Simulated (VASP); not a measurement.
# AgCl (P6_3/mmc) in VASP: a series of runs

Runs on AgCl. Level: PBEsol. Tasks: single point, relaxation of cell and atoms.

Program: VASP 6.6.1. These are calculated values, not measurements. Logs are shortened: lines on timing, memory, paths and dates and some standing lists are left out, and cuts for length are marked.

### 1 The cell of the first run

Symmetry: P6_3/mmc, No. 194, hexagonal system. Conventional cell: a = 4.429 Å, b = 4.429 Å, c = 5.659 Å, α = 90.00°, β = 90.00°, γ = 120.00°. Ag (site symmetry -6m2) has 5 Cl at 2.56 to 2.83 Å within 3.4 Å. Cl (site symmetry -6m2) has 5 Ag at 2.56 to 2.83 Å within 3.4 Å.

### 2 Single point, PBEsol

Input file INCAR:

```
SYSTEM = AgCl
PREC = Accurate ; ENCUT = 520
EDIFF = 1E-6 ; ISMEAR = -1
SIGMA = 0.03 ; LREAL = .False.
LASPH = .True. ; NELM = 60
ALGO = Normal ; ISIF = 2
LWAVE = .False. ; LCHARG = .False.
GGA = PS ; NBANDS = 26
```

Input file KPOINTS:

```
Automatic mesh
0
Gamma
  6 6 4
  0 0 0
```

Input file POSCAR:

```
AgCl
1.0
    4.4290309593      0.0000000000      0.0000000000
   -2.2145154796      3.8356533249      0.0000000000
    0.0000000000      0.0000000000      5.6591422537
Ag Cl
2 2
Direct
    0.3333333333      0.6666666667      0.2500000000
    0.6666666667      0.3333333333      0.7500000000
    0.6666666667      0.3333333333      0.2500000000
    0.3333333333      0.6666666667      0.7500000000
```

Potentials or basis: VASP PAW PBE potentials, release 64 (Ag, Cl).

Run with:

```console
$ cat potpaw_PBE.64/Ag/POTCAR potpaw_PBE.64/Cl/POTCAR > POTCAR
$ mpirun -np 1 vasp_std > vasp.out
```

OUTCAR:

```text
SYSTEM = AgCl
   PREC = Accurate
   ENCUT = 520
   EDIFF = 1E-6
   ISMEAR = -1
   LREAL = .False.
   LASPH = .True.
   NELM = 60
   ISIF = 2
   GGA = PS

 ion  position               nearest neighbor table
   1  0.333  0.667  0.250-   3 2.56   3 2.56   3 2.56   4 2.83   4 2.83
   2  0.667  0.333  0.750-   4 2.56   4 2.56   4 2.56   3 2.83   3 2.83
   3  0.667  0.333  0.250-   1 2.56   1 2.56   1 2.56   2 2.83   2 2.83
   4  0.333  0.667  0.750-   2 2.56   2 2.56   2 2.56   1 2.83   1 2.83

  LATTYP: Found a hexagonal cell.
 ALAT       =     4.4290309593
 C/A-ratio  =     1.2777382470

  Lattice vectors:

 A1 = (   4.4290309593,   0.0000000000,   0.0000000000)
 A2 = (  -2.2145154796,   3.8356533249,   0.0000000000)
 A3 = (   0.0000000000,   0.0000000000,   5.6591422537)

Analysis of symmetry for initial positions (statically):
=====================================================================
 Subroutine PRICEL returns:
 Original cell was already a primitive cell.

 Routine SETGRP: Setting up the symmetry group for a
 hexagonal supercell.

 Subroutine GETGRP returns: Found 24 space group operations
 (whereof 12 operations were pure point group operations)
 out of a pool of 24 trial point group operations.

The static configuration has the point symmetry D_3d.
 The point group associated with its full space group is D_6h.

Analysis of symmetry for dynamics (positions and initial velocities):
=====================================================================
 Subroutine PRICEL returns:
 Original cell was already a primitive cell.

 Routine SETGRP: Setting up the symmetry group for a
 hexagonal supercell.

 Subroutine GETGRP returns: Found 24 space group operations
 (whereof 12 operations were pure point group operations)
 out of a pool of 24 trial point group operations.

The dynamic configuration has the point symmetry D_3d.
 The point group associated with its full space group is D_6h.

 Subroutine INISYM returns: Found 24 space group operations
 (whereof 12 operations are pure point group operations),
 and found     1 'primitive' translations

----------------------------------------------------------------------------------------

                                     Primitive cell

  volume of cell :      96.1388

  direct lattice vectors                    reciprocal lattice vectors
     4.429030959  0.000000000  0.000000000     0.225783023  0.130355889  0.000000000
    -2.214515480  3.835653325  0.000000000     0.000000000  0.260711778  0.000000000
     0.000000000  0.000000000  5.659142254     0.000000000  0.000000000  0.176705224

  length of vectors
     4.429030959  4.429030959  5.659142254     0.260711778  0.260711778  0.176705224

  position of ions in fractional coordinates (direct lattice)
     0.333333333  0.666666667  0.250000000
     0.666666667  0.333333333  0.750000000
     0.666666667  0.333333333  0.250000000
     0.333333333  0.666666667  0.750000000

  ion indices of the primitive-cell ions
   primitive index   ion index
                 1           1
                 2           2
                 3           3
                 4           4

----------------------------------------------------------------------------------------

 KPOINTS: Automatic mesh

Automatic generation of k-mesh.
 Grid dimensions read from file:
 generate k-points for:    6    6    4

 Generating k-lattice:

  Cartesian coordinates                     Fractional coordinates (reciprocal lattice)
     0.037630504  0.021725982  0.000000000     0.166666667  0.000000000  0.000000000
     0.000000000  0.043451963  0.000000000     0.000000000  0.166666667  0.000000000
     0.000000000  0.000000000  0.044176306     0.000000000  0.000000000  0.250000000

  Length of vectors
     0.043451963  0.043451963  0.044176306

  Shift w.r.t. Gamma in fractional coordinates (k-lattice)
     0.000000000  0.000000000  0.000000000

 Subroutine IBZKPT returns following result:
 ===========================================

 Found     21 irreducible k-points:

 Following reciprocal coordinates:
            Coordinates               Weight
  0.000000  0.000000  0.000000      1.000000
  0.166667 -0.000000  0.000000      6.000000
  0.333333 -0.000000  0.000000      6.000000
  0.500000  0.000000  0.000000      3.000000
  0.166667  0.166667  0.000000      6.000000
  0.333333  0.166667  0.000000     12.000000
[... 13 lines left out ...]
  0.333333  0.166667  0.500000     12.000000
  0.333333  0.333333  0.500000      2.000000
   k-points           NKPTS =     21   k-points in BZ     NKDIM =     21   number of bands    NBANDS=     26
   number of dos      NEDOS =    301   number of ions     NIONS =      4
   total plane-waves  NPLWV =  54432
   dimension x,y,z NGX =    36 NGY =   36 NGZ =   42
   dimension x,y,z NGXF=    72 NGYF=   72 NGZF=   84
   ions per type =               2   2
   NGX,Y,Z   is equivalent  to a cutoff of  13.51, 13.51, 12.34 a.u.
   NGXF,Y,Z  is equivalent  to a cutoff of  27.03, 27.03, 24.68 a.u.
 SYSTEM =  AgCl
   PREC   = accura    normal or accurate (medium, high low for compatibility)
   ISTART =      0    job   : 0-new  1-cont  2-samecut
   ICHARG =      2    charge: 1-file 2-atom 10-const
   ISPIN  =      1    spin polarized calculation?
   LNONCOLLINEAR =      F non collinear calculations
   LSORBIT =      F    spin-orbit coupling
   LASPH  =      T    aspherical Exc in radial PAW
   ENCUT  =  520.0 eV  38.22 Ry    6.18 a.u.   8.24  8.24 10.52*2*pi/ulx,y,z
   NELM   =     60;   NELMIN=  2; NELMDL= -5     # of ELM steps
   EDIFF  = 0.1E-05   stopping-criterion for ELM
   LREAL  =      F    real-space projection
   EDIFFG = 0.1E-04   stopping-criterion for IOM
   NSW    =      0    number of steps for IOM
   IBRION =     -1    ionic relax: 0-MD 1-quasi-New 2-CG
   NFREE  =      0    steps in history (QN), initial steepest desc. (CG)
   ISIF   =      2    stress and relaxation
   ISYM   =      2    0-nonsym 1-usesym 2-fastsym
   POTIM  = 0.5000    time-step for ionic-motion
   TEBEG  =    0.0;   TEEND  =   0.0 temperature during run
   PSTRESS=    0.0 pullay stress
   NELECT =      36.0000    total number of electrons
   NUPDOWN=      -1.0000    fix difference up-down
   EMIN   =  10.00;   EMAX   =-10.00  energy-range for DOS
   EFERMI =   0.00;   METHOD = LEGACY
   ISMEAR =    -1;   SIGMA  =   0.03  broadening in eV -4-tet -1-fermi 0-gaus
   EFERMI_NEDOS =   21; number of points for ismear=-14 and -15
   IALGO  =     38    algorithm
   IMIX   =      4    mixing-type and parameters
     AMIX     =   0.40;   BMIX     =  1.00
     AMIX_MAG =   1.60;   BMIX_MAG =  1.00
  volume/ion in A,a.u.               =      24.03       162.19
  Fermi-wavevector in a.u.,A,eV,Ry     =   1.179984  2.229846 18.944237  1.392362
  Thomas-Fermi vector in A             =   2.316285
   LORBIT       =      0    0 simple, 1 ext, 2 COOP (PROOUT), +10 PAW based schemes
   GGA     = PS    functional components
   LHFCALC =     F    Hartree Fock is set to
   AEXX    =    0.0000 exact exchange contribution
   IVDW    =     0    specifies the selected vdW correction
   LEPSILON=     F    determine dielectric tensor
   LRPA    =     F    only Hartree local field effects (RPA)
 non-spin polarized calculation
  energy-cutoff  :      520.00
  volume of cell :       96.14
 maximum number of plane-waves:      2667
 NGX is ok and might be reduce to    36
   NGX = 17   NGY = 17   NGZ = 21

 number of electron      36.0000001 magnetization

 Free energy of the ion-electron system (eV)
  ---------------------------------------------------
  ext. energy  EPLUGINS =         0.00000000
  ---------------------------------------------------
  free energy    TOTEN  =       -12.06125440 eV

  energy without entropy =      -12.06125440  energy(sigma->0) =      -12.06125440

 E-fermi :   3.1962     XC(G=0):  -9.3310

 val. band max:        2.5660550113   @ k =   0.0000   0.0000   0.0000
 cond. band min:       3.7602576880   @ k =   0.0000   0.0000   0.0000
 fundamental gap:      1.1942026767
 Fermi energy:         3.1961798275

 k-point     1 :       0.0000    0.0000    0.0000
  band No.  band energies     occupation
      1     -12.5277      2.00000
      2     -12.0926      2.00000
      3      -1.9662      2.00000
      4      -1.9662      2.00000
      5      -1.7341      2.00000
      6      -1.7341      2.00000
[... 18 lines left out ...]
     25      10.9374      0.00000
     26      13.1327      0.00000

 k-point     2 :       0.1667   -0.0000    0.0000
  band No.  band energies     occupation
      1     -12.4767      2.00000
      2     -12.0912      2.00000
      3      -1.9873      2.00000
      4      -1.8880      2.00000
      5      -1.7744      2.00000
      6      -1.5951      2.00000
[... 18 lines left out ...]
     25      11.4233      0.00000
     26      12.4689      0.00000

 k-point     3 :       0.3333   -0.0000    0.0000
  band No.  band energies     occupation
      1     -12.3579      2.00000
      2     -12.1041      2.00000
      3      -2.0556      2.00000
      4      -1.7287      2.00000
      5      -1.6919      2.00000
      6      -1.4561      2.00000
[... 18 lines left out ...]
     25      11.8822      0.00000
     26      12.5275      0.00000

 k-point     4 :       0.5000    0.0000    0.0000
  band No.  band energies     occupation
      1     -12.2766      2.00000
      2     -12.1320      2.00000
      3      -2.0885      2.00000
      4      -1.6392      2.00000
      5      -1.5688      2.00000
      6      -1.2981      2.00000
[... 18 lines left out ...]
     25      12.3916      0.00000
     26      12.8824      0.00000
[... 409 lines left out ...]
      1     -12.2220      2.00000
      2     -12.2220      2.00000
      3      -2.2098      2.00000
      4      -2.2098      2.00000
      5      -1.6277      2.00000
      6      -1.6277      2.00000
[... 18 lines left out ...]
     25      11.0535      0.00000
     26      11.0535      0.00000

 k-point    20 :       0.3333    0.1667    0.5000
  band No.  band energies     occupation
      1     -12.1784      2.00000
      2     -12.1784      2.00000
      3      -2.2843      2.00000
      4      -2.2843      2.00000
      5      -1.4542      2.00000
      6      -1.4542      2.00000
[... 18 lines left out ...]
     25      11.7410      0.00000
     26      11.7410      0.00000

 k-point    21 :       0.3333    0.3333    0.5000
  band No.  band energies     occupation
      1     -12.1639      2.00000
      2     -12.1639      2.00000
      3      -2.2694      2.00000
      4      -2.2694      2.00000
      5      -1.4177      2.00000
      6      -1.4177      2.00000
[... 18 lines left out ...]
     25      11.8640      0.00000
     26      11.8640      0.00000

------------------------ aborting loop because EDIFF is reached ----------------------------------------

  FORCE on cell =-STRESS in cart. coord.  units (eV):
  Direction    XX          YY          ZZ          XY          YZ          ZX
  --------------------------------------------------------------------------------------
  -------------------------------------------------------------------------------------
  Total       -0.0509308     -0.0509308     -0.0298340     -0.0000000      0.0000000      0.0000000
  in kB       -0.8487748     -0.8487748     -0.4971909     -0.0000000      0.0000000      0.0000000
  external PRESSURE =      -0.7315802 kB  Pullay stress =       0.0000000 kB

 VOLUME and BASIS-vectors are now :
 -----------------------------------------------------------------------------
  energy-cutoff  :      520.00
  volume of cell :       96.14
      direct lattice vectors                 reciprocal lattice vectors
     4.429030959  0.000000000  0.000000000     0.225783023  0.130355889  0.000000000
    -2.214515480  3.835653325  0.000000000     0.000000000  0.260711778  0.000000000
     0.000000000  0.000000000  5.659142254     0.000000000  0.000000000  0.176705224

 POSITION                                       TOTAL-FORCE (eV/Angst)
 -----------------------------------------------------------------------------------
     -0.00000      2.55710      1.41479         0.000000      0.000000      0.000000
      2.21452      1.27855      4.24436        -0.000000     -0.000000      0.000000
      2.21452      1.27855      1.41479         0.000000     -0.000000      0.000000
     -0.00000      2.55710      4.24436        -0.000000      0.000000      0.000000
 -----------------------------------------------------------------------------------
    total drift:                               -0.000000      0.000000     -0.000000

  FREE ENERGIE OF THE ION-ELECTRON SYSTEM (eV)
  ---------------------------------------------------
  free  energy   TOTEN  =       -12.0612543995 eV

  energy  without entropy=      -12.0612543994  energy(sigma->0) =      -12.06125440
```

Wall time 23 s (1 thread of Intel Xeon 6975P-C (Granite Rapids), shared host); peak memory 0.23 GiB.

What came out:

```yaml
Free_energy: -12.0613 eV
Pressure: -0.1 GPa
Band_gap_on_the_k_mesh: 1.19 eV, direct
```

Caveat: the PAW data sets were made with another functional, which shifts forces and pressure a little.

### 3 Relaxation of cell and atoms, PBEsol

This run uses another cell than the first one, of 18.42 Å³/atom, 0.766 times its volume.

Input file INCAR:

```
SYSTEM = AgCl
ALGO = Normal
EDIFF = 1E-6
EDIFFG = -0.01
ENCUT = 600
GGA = PS
IBRION = 2
ISIF = 3
ISMEAR = -1
LASPH = .True.
LCHARG = .False.
LREAL = .False.
LWAVE = .False.
NELM = 60
NSW = 100
PREC = Accurate
SIGMA = 0.03
```

Input file KPOINTS:

```
k-points
0
Gamma
  6 6 4
  0 0 0
```

Input file POSCAR:

```
AgCl
1.0
    4.0827496856      0.0000000000      0.0000000000
   -2.0413748428      3.5357649450      0.0000000000
    0.0000000000      0.0000000000      5.1031659000
Ag Cl
2 2
Direct
    0.3333333333      0.6666666667      0.2500000000
    0.6666666667      0.3333333333      0.7500000000
    0.6666666667      0.3333333333      0.2500000000
    0.3333333333      0.6666666667      0.7500000000
```

Potentials or basis: VASP PAW PBE potentials, release 64 (Ag, Cl).

Run with:

```console
$ cat potpaw_PBE.64/Ag/POTCAR potpaw_PBE.64/Cl/POTCAR > POTCAR
$ mpirun -np 1 vasp_std > vasp.out
```

Wall time 96 s (1 thread of Intel Xeon 6975P-C (Granite Rapids), shared host); peak memory 0.24 GiB.

Results (log left out):

```
Free energy                            : -12.0514 eV
Relaxed volume                         : 24.00 Å³/atom
Relaxed cell                           : a = 4.426 Å, b = 4.426 Å, c = 5.661 Å, α = 90.00°, β = 90.00°, γ = 120.00°
Space group after relaxing (to 0.05 Å) : P6_3/mmc (No. 194)
Energy gained by relaxing              : 307.5 meV/atom
Ionic steps                            : 8
Pressure after relaxing                : 0.0 GPa
Band gap on the k mesh                 : 1.19 eV, direct
```

Step by step:
```
step  energy change (eV)  largest force (eV/Å)  pressure (GPa)  volume (Å³)
   1              0.0000                0.0000           23.27        73.67
   2             -1.1068                0.0000           -3.43       106.02
   3             -1.2272                0.0000            0.32        95.19
   4             -1.2278                0.0000           -0.07        95.99
   5             -1.2285                0.0000           -0.07        96.00
   6             -1.2298                0.0000           -0.04        96.01
   7             -1.2295                0.0000            0.06        96.02
   8             -1.2301                0.0000           -0.01        96.02
```

Final structure:
```
CELL_PARAMETERS angstrom
4.42562 0.00000 0.00000
-2.21281 3.83270 0.00000
0.00000 0.00000 5.66068
ATOMIC_POSITIONS crystal
Ag 0.33333 0.66667 0.25000
Ag 0.66667 0.33333 0.75000
Cl 0.66667 0.33333 0.25000
Cl 0.33333 0.66667 0.75000
```

Levels at points of the mesh, in eV from the valence-band top:
| k point | band 15 | band 16 | band 17 | band 18 | band 19 | band 20 | band 21 | band 22 |
| --- | --- | --- | --- | --- | --- | --- | --- | --- |
| (0.00, 0.00, 0.00) | -0.32 | -0.32 | 0.00 | 0.00 | 1.19 | 2.88 | 7.28 | 7.28 |
| (0.50, 0.00, 0.00) | -1.55 | -1.50 | -1.49 | -1.13 | 4.03 | 4.27 | 6.12 | 7.25 |
| (0.00, 0.00, 0.50) | -0.12 | -0.12 | -0.12 | -0.12 | 3.37 | 3.37 | 7.17 | 7.17 |
| (0.50, 0.00, 0.50) | -1.25 | -1.25 | -0.17 | -0.17 | 4.67 | 4.67 | 6.23 | 6.23 |

Caveat: the volume moved by over 15 % at a fixed basis, so the end points are rough; the PAW data sets were made with another functional, which shifts forces and pressure a little.
